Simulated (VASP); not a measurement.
# Cs2AgBiBr6 (Fm-3m) in VASP: notebook

Runs on Cs2AgBiBr6. Level: PBE. Tasks: single point.

All numbers are computed with VASP 6.6.1; they aren't measurements. Logs are shortened: lines on timing, memory, paths and dates and some standing lists are left out, and cuts for length are marked.

**1. The cell of the first run**

It takes space group Fm-3m (No. 225, cubic). The conventional cell has a = 11.709 Å, b = 11.709 Å, c = 11.709 Å, α = 90.00°, β = 90.00°, γ = 90.00°. Within 5.4 Å of Cs (site symmetry -43m) lie 12 Br at 4.14 Å and 4 Ag at 5.07 Å and 4 Bi at 5.07 Å. Within 3.9 Å of Ag (site symmetry m-3m) lie 6 Br at 2.94 Å. Within 3.8 Å of Bi (site symmetry m-3m) lie 6 Br at 2.92 Å. Within 3.8 Å of Br (site symmetry 4mm) lie 1 Bi at 2.92 Å and 1 Ag at 2.94 Å.

**2. Single point, PBE (40.14 Å³/atom)**

Input file INCAR:

```
SYSTEM = Cs2AgBiBr6
ALGO     = Normal         ! electronic algorithm
EDIFF    = 1E-7           ! SCF threshold, eV
ENCUT    = 520            ! plane-wave cutoff, eV
GGA      = PE             ! functional
ISIF     = 2              ! what is computed and relaxed
ISMEAR   = 0              ! smearing method
LASPH    = .True.         ! aspherical terms in the spheres
LCHARG   = .False.        ! write CHGCAR
LREAL    = .False.        ! projectors in reciprocal space
LWAVE    = .False.        ! write WAVECAR
NBANDS   = 54             ! bands
NELM     = 80             ! most SCF steps
PREC     = Accurate       ! precision mode
SIGMA    = 0.02           ! smearing width, eV
```

Input file KPOINTS:

```
k-points
0
Gamma
  4 4 4
  0 0 0
```

Input file POSCAR:

```
Cs2AgBiBr6
1.0
    0.0000000000      5.8546283607      5.8546283607
    5.8546283607      0.0000000000      5.8546283607
    5.8546283607      5.8546283607      0.0000000000
Cs Ag Bi Br
2 1 1 6
Direct
    0.2500000000      0.2500000000      0.2500000000
    0.7500000000      0.7500000000      0.7500000000
    0.5000000000      0.5000000000      0.5000000000
    0.0000000000      0.0000000000      0.0000000000
    0.2490782602      0.7509217398      0.2490782602
    0.2490782602      0.7509217398      0.7509217398
    0.7509217398      0.2490782602      0.7509217398
    0.7509217398      0.2490782602      0.2490782602
    0.2490782602      0.2490782602      0.7509217398
    0.7509217398      0.7509217398      0.2490782602
```

Potentials or basis: VASP PAW PBE potentials, release 64 (Cs_sv, Ag, Bi_d, Br).

Run with:

```
> cat potpaw_PBE.64/Cs_sv/POTCAR potpaw_PBE.64/Ag/POTCAR potpaw_PBE.64/Bi_d/POTCAR potpaw_PBE.64/Br/POTCAR > POTCAR
> mpirun -np 1 vasp_std > vasp.out
```

OUTCAR:

```text
SYSTEM = Cs2AgBiBr6
   EDIFF = 1E-7
   ENCUT = 520
   GGA = PE
   ISIF = 2
   ISMEAR = 0
   LASPH = .True.
   LREAL = .False.
   NELM = 80
   PREC = Accurate

 ion  position               nearest neighbor table
   1  0.250  0.250  0.250-
   2  0.750  0.750  0.750-
   3  0.500  0.500  0.500-   5 2.94   6 2.94   7 2.94   8 2.94   9 2.94  10 2.94
   4  0.000  0.000  0.000-   5 2.92   6 2.92   7 2.92   8 2.92   9 2.92  10 2.92
   5  0.249  0.751  0.249-   4 2.92   3 2.94
   6  0.249  0.751  0.751-   4 2.92   3 2.94
   7  0.751  0.249  0.751-   4 2.92   3 2.94
   8  0.751  0.249  0.249-   4 2.92   3 2.94
   9  0.249  0.249  0.751-   4 2.92   3 2.94
  10  0.751  0.751  0.249-   4 2.92   3 2.94

  LATTYP: Found a face centered cubic cell.
 ALAT       =    11.7092567214

  Lattice vectors:

 A1 = (   0.0000000000,   5.8546283607,   5.8546283607)
 A2 = (   5.8546283607,   0.0000000000,   5.8546283607)
 A3 = (   5.8546283607,   5.8546283607,   0.0000000000)

Analysis of symmetry for initial positions (statically):
=====================================================================
 Subroutine PRICEL returns:
 Original cell was already a primitive cell.

 Routine SETGRP: Setting up the symmetry group for a
 face centered cubic supercell.

 Subroutine GETGRP returns: Found 48 space group operations
 (whereof 48 operations were pure point group operations)
 out of a pool of 48 trial point group operations.

The static configuration has the point symmetry O_h .

Analysis of symmetry for dynamics (positions and initial velocities):
=====================================================================
 Subroutine PRICEL returns:
 Original cell was already a primitive cell.

 Routine SETGRP: Setting up the symmetry group for a
 face centered cubic supercell.

 Subroutine GETGRP returns: Found 48 space group operations
 (whereof 48 operations were pure point group operations)
 out of a pool of 48 trial point group operations.

The dynamic configuration has the point symmetry O_h .

 Subroutine INISYM returns: Found 48 space group operations
 (whereof 48 operations are pure point group operations),
 and found     1 'primitive' translations

[... 98 lines left out ...]
   NFREE  =      0    steps in history (QN), initial steepest desc. (CG)
   ISIF   =      2    stress and relaxation
   ISYM   =      2    0-nonsym 1-usesym 2-fastsym
   POTIM  = 0.5000    time-step for ionic-motion
   TEBEG  =    0.0;   TEEND  =   0.0 temperature during run
   PSTRESS=    0.0 pullay stress
   NELECT =      86.0000    total number of electrons
   NUPDOWN=      -1.0000    fix difference up-down
   EMIN   =  10.00;   EMAX   =-10.00  energy-range for DOS
   EFERMI =   0.00;   METHOD = LEGACY
   ISMEAR =     0;   SIGMA  =   0.02  broadening in eV -4-tet -1-fermi 0-gaus
   EFERMI_NEDOS =   21; number of points for ismear=-14 and -15
   IALGO  =     38    algorithm
   IMIX   =      4    mixing-type and parameters
     AMIX     =   0.40;   BMIX     =  1.00
     AMIX_MAG =   1.60;   BMIX_MAG =  1.00
  volume/ion in A,a.u.               =      40.14       270.85
  Fermi-wavevector in a.u.,A,eV,Ry     =   0.979637  1.851245 13.057345  0.959688
  Thomas-Fermi vector in A             =   2.110505
   LORBIT       =      0    0 simple, 1 ext, 2 COOP (PROOUT), +10 PAW based schemes
   GGA     = PE    functional components
   LHFCALC =     F    Hartree Fock is set to
   AEXX    =    0.0000 exact exchange contribution
   IVDW    =     0    specifies the selected vdW correction
   LEPSILON=     F    determine dielectric tensor
   LRPA    =     F    only Hartree local field effects (RPA)
 non-spin polarized calculation
 Gauss-broadening in eV      SIGMA  =   0.02
  energy-cutoff  :      520.00
  volume of cell :      401.35
 maximum number of plane-waves:     10850
 NGX is ok and might be reduce to    64
   NGX = 31   NGY = 31   NGZ = 31

 number of electron      85.9999988 magnetization

 Free energy of the ion-electron system (eV)
  ---------------------------------------------------
  ext. energy  EPLUGINS =         0.00000000
  ---------------------------------------------------
  free energy    TOTEN  =       -29.53731822 eV

  energy without entropy =      -29.53731822  energy(sigma->0) =      -29.53731822

 E-fermi :   0.3614     XC(G=0):  -7.6243

 val. band max:        0.2105905726   @ k =   0.5000   0.5000   0.0000
 cond. band min:       1.6384704418   @ k =   0.5000   0.0000   0.0000
 fundamental gap:      1.4278798693
 Fermi energy:         0.3613635275

 k-point     1 :       0.0000    0.0000    0.0000
  band No.  band energies     occupation
      1     -22.6754      2.00000
      2     -22.6754      2.00000
      3     -22.6590      2.00000
      4     -22.6590      2.00000
      5     -22.6590      2.00000
      6     -20.3014      2.00000
[... 445 lines left out ...]
     53       6.5401      0.00000
     54       6.8500      0.00000

------------------------ aborting loop because EDIFF is reached ----------------------------------------

  FORCE on cell =-STRESS in cart. coord.  units (eV):
  Direction    XX          YY          ZZ          XY          YZ          ZX
  --------------------------------------------------------------------------------------
  -------------------------------------------------------------------------------------
  Total       -2.5886208     -2.5886208     -2.5886208      0.0000000     -0.0000000     -0.0000000
  in kB      -10.3335853    -10.3335853    -10.3335853      0.0000000     -0.0000000     -0.0000000
  external PRESSURE =     -10.3335853 kB  Pullay stress =       0.0000000 kB

 VOLUME and BASIS-vectors are now :
 -----------------------------------------------------------------------------
  energy-cutoff  :      520.00
  volume of cell :      401.35
      direct lattice vectors                 reciprocal lattice vectors
     0.000000000  5.854628361  5.854628361    -0.085402517  0.085402517  0.085402517
     5.854628361  0.000000000  5.854628361     0.085402517 -0.085402517  0.085402517
     5.854628361  5.854628361  0.000000000     0.085402517  0.085402517 -0.085402517

 POSITION                                       TOTAL-FORCE (eV/Angst)
 -----------------------------------------------------------------------------------
      2.92731      2.92731      2.92731        -0.000000      0.000000      0.000000
      8.78194      8.78194      8.78194         0.000000      0.000000      0.000000
      5.85463      5.85463      5.85463         0.000000     -0.000000     -0.000000
      0.00000      0.00000      0.00000         0.000000     -0.000000      0.000000
      5.85463      2.91652      5.85463         0.000000      0.002969      0.000000
      8.79274      5.85463      5.85463        -0.002969     -0.000000      0.000000
      5.85463      8.79274      5.85463         0.000000     -0.002969      0.000000
      2.91652      5.85463      5.85463         0.002969     -0.000000      0.000000
      5.85463      5.85463      2.91652         0.000000     -0.000000      0.002969
      5.85463      5.85463      8.79274         0.000000     -0.000000     -0.002969
 -----------------------------------------------------------------------------------
    total drift:                               -0.000000      0.000000      0.000000

  FREE ENERGIE OF THE ION-ELECTRON SYSTEM (eV)
  ---------------------------------------------------
  free  energy   TOTEN  =       -29.5373182151 eV

  energy  without entropy=      -29.5373182151  energy(sigma->0) =      -29.53731822
```

OSZICAR:

```text
N       E                     dE             d eps       ncg     rms          rms(c)
DAV:   1     0.699119542996E+03    0.69912E+03   -0.36338E+04   880   0.137E+03
DAV:   2     0.480254146627E+02   -0.65109E+03   -0.63304E+03  1066   0.285E+02
DAV:   3    -0.286304133846E+02   -0.76656E+02   -0.76250E+02  1016   0.116E+02
DAV:   4    -0.310391348755E+02   -0.24087E+01   -0.24006E+01  1040   0.253E+01
DAV:   5    -0.311217340163E+02   -0.82599E-01   -0.82571E-01  1196   0.417E+00    0.646E+00
DAV:   6    -0.296159669615E+02    0.15058E+01   -0.24736E+00  1154   0.869E+00    0.423E+00
DAV:   7    -0.295253621358E+02    0.90605E-01   -0.11066E+00  1040   0.399E+00    0.211E+00
DAV:   8    -0.295348074320E+02   -0.94453E-02   -0.11120E-01  1010   0.172E+00    0.490E-01
DAV:   9    -0.295359094310E+02   -0.11020E-02   -0.13371E-02  1144   0.717E-01    0.141E-01
DAV:  10    -0.295369331767E+02   -0.10237E-02   -0.25789E-03  1008   0.208E-01    0.103E-01
DAV:  11    -0.295372980847E+02   -0.36491E-03   -0.47753E-04  1024   0.101E-01    0.217E-02
DAV:  12    -0.295373125271E+02   -0.14442E-04   -0.54284E-05  1096   0.357E-02    0.131E-02
DAV:  13    -0.295373187272E+02   -0.62001E-05   -0.28814E-05   968   0.190E-02    0.559E-03
DAV:  14    -0.295373181709E+02    0.55632E-06   -0.30299E-06  1048   0.606E-03    0.190E-03
DAV:  15    -0.295373182151E+02   -0.44237E-07   -0.31901E-07   848   0.373E-03
   1 F= -.29537318E+02 E0= -.29537318E+02  d E =-.110133E-27
```

stdout:

```text
POSCAR found type information on POSCAR CsAgBiBr
 POSCAR found :  4 types and      10 ions
 scaLAPACK will be used
 LDA part: xc-table for (Slater+PW92), standard interpolation
 POSCAR, INCAR and KPOINTS ok, starting setup
 FFT: planning ... GRIDC
 FFT: planning ... GRID_SOFT
 FFT: planning ... GRID
 WAVECAR not read
 entering main loop
```

It took 2.4 min on 1 thread of Intel Xeon 6975P-C (Granite Rapids), shared host; peak memory 0.67 GiB.

Results:

* Free energy: -29.5373 eV
* Pressure: -1.0 GPa
* Band gap on the k mesh: 1.43 eV (least direct gap 2.32 eV)

Forces in eV/Å, atoms in the order of the input:
```
Cs   0.000  0.000  0.000
Cs   0.000  0.000  0.000
Ag   0.000  0.000  0.000
Bi   0.000  0.000  0.000
Br   0.000  0.003  0.000
Br  -0.003  0.000  0.000
Br   0.000 -0.003  0.000
Br   0.003  0.000  0.000
Br   0.000  0.000  0.003
Br   0.000  0.000 -0.003
```

Levels at points of the mesh, in eV from the valence-band top:
```csv
k point,band 40,band 41,band 42,band 43,band 44,band 45,band 46,band 47
"(0.00, 0.00, 0.00)",-0.78,-0.78,-0.51,-0.51,2.48,2.48,2.48,3.73
"(0.50, 0.00, 0.00)",-1.02,-1.01,-0.89,-0.89,1.43,3.53,3.53,5.12
"(0.50, 0.50, 0.00)",-1.10,-0.79,-0.52,0.00,2.85,2.85,3.13,4.05
```

Caveat: spin-orbit coupling is left out, which moves the levels of the heavy elements. A k mesh can miss the band edges.

**3. Single point, PBE**

This run uses another cell than the first one, of 37.86 Å³/atom.

Input file INCAR:

```
PREC = Accurate
ENCUT = 520
EDIFF = 1E-6
ISMEAR = 0
SIGMA = 0.02
LREAL = F
LASPH = T
NELM = 80
ALGO = Normal
ISIF = 2
LWAVE = F
LCHARG = F
GGA = PE
NBANDS = 54
```

Input file KPOINTS:

```
regular mesh
0
Gamma
  4 4 4
```

Input file POSCAR:

```
Cs2AgBiBr6
1.0
    0.0000000000      5.7420113531      5.7420113531
    5.7420113531      0.0000000000      5.7420113531
    5.7420113531      5.7420113531      0.0000000000
Cs Ag Bi Br
2 1 1 6
Direct
    0.2500000000      0.2500000000      0.2500000000
    0.7500000000      0.7500000000      0.7500000000
    0.5000000000      0.5000000000      0.5000000000
    0.0000000000      0.0000000000      0.0000000000
    0.2513063765      0.7486936235      0.2513063765
    0.2513063765      0.7486936235      0.7486936235
    0.7486936235      0.2513063765      0.7486936235
    0.7486936235      0.2513063765      0.2513063765
    0.2513063765      0.2513063765      0.7486936235
    0.7486936235      0.7486936235      0.2513063765
```

Potentials or basis: VASP PAW PBE potentials, release 64 (Cs_sv, Ag, Bi_d, Br).

Run with:

```
> cat potpaw_PBE.64/Cs_sv/POTCAR potpaw_PBE.64/Ag/POTCAR potpaw_PBE.64/Bi_d/POTCAR potpaw_PBE.64/Br/POTCAR > POTCAR
> mpirun -np 1 vasp_std > vasp.out
```

Run time: 1.8 min. Hardware: 1 thread of Intel Xeon 6975P-C (Granite Rapids), shared host; peak memory 0.58 GiB.

It converged, with:

* Free energy: -29.6164 eV
* Pressure: 0.0 GPa
* Band gap on the k mesh: 1.33 eV (least direct gap 2.38 eV)

Forces on the atoms (eV/Å):
```
Cs   0.000  0.000  0.000
Cs   0.000  0.000  0.000
Ag   0.000  0.000  0.000
Bi   0.000  0.000  0.000
Br   0.000  0.003  0.000
Br  -0.003  0.000  0.000
Br   0.000 -0.003  0.000
Br   0.003  0.000  0.000
Br   0.000  0.000  0.003
Br   0.000  0.000 -0.003
```

Levels at points of the mesh, in eV from the valence-band top:
```tsv
k point	band 41	band 42	band 43	band 44	band 45	band 46
(0.00, 0.00, 0.00)	-0.98	-0.55	-0.55	2.34	2.34	2.34
(0.50, 0.00, 0.00)	-1.25	-1.05	-1.05	1.33	3.54	3.54
(0.50, 0.50, 0.00)	-0.99	-0.56	0.00	2.77	2.77	3.08
```

Caveat: spin-orbit coupling is left out, which moves the levels of the heavy elements. A k mesh can miss the band edges.
